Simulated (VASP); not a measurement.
Input of a VASP 6.6.1 run:

Contents of INCAR:

```
ALGO = Normal
EDIFF = 1E-6
ENCUT = 520
GGA = PE
ISIF = 2
ISMEAR = -1
LASPH = T
LCHARG = F
LREAL = F
LWAVE = F
NBANDS = 13
NELM = 100
PREC = Accurate
SIGMA = 0.06122561905347299
```

The input KPOINTS:

```
k-points
0
Gamma
  22 22 22
```

The input POSCAR:

```
Ge
1.0
    0.0000000000      2.1114494806      2.1114494806
    2.1114494806      0.0000000000      2.1114494806
    2.1114494806      2.1114494806      0.0000000000
Ge
1
Direct
    0.0000000000      0.0000000000      0.0000000000
```

Potentials or basis: VASP PAW PBE potentials, release 64 (Ge_d).

The run is started by

```sh
$ cat potpaw_PBE.64/Ge_d/POTCAR > POTCAR
$ mpirun -np 1 vasp_std > vasp.out
```

(1) Predict the pressure.

(2) Estimate the band gap on the k mesh.

## Answers

(1) 2.7 GPa.

(2) zero (band 7 reaches 15.84 eV, above the bottom of band 8 at 4.45 eV).
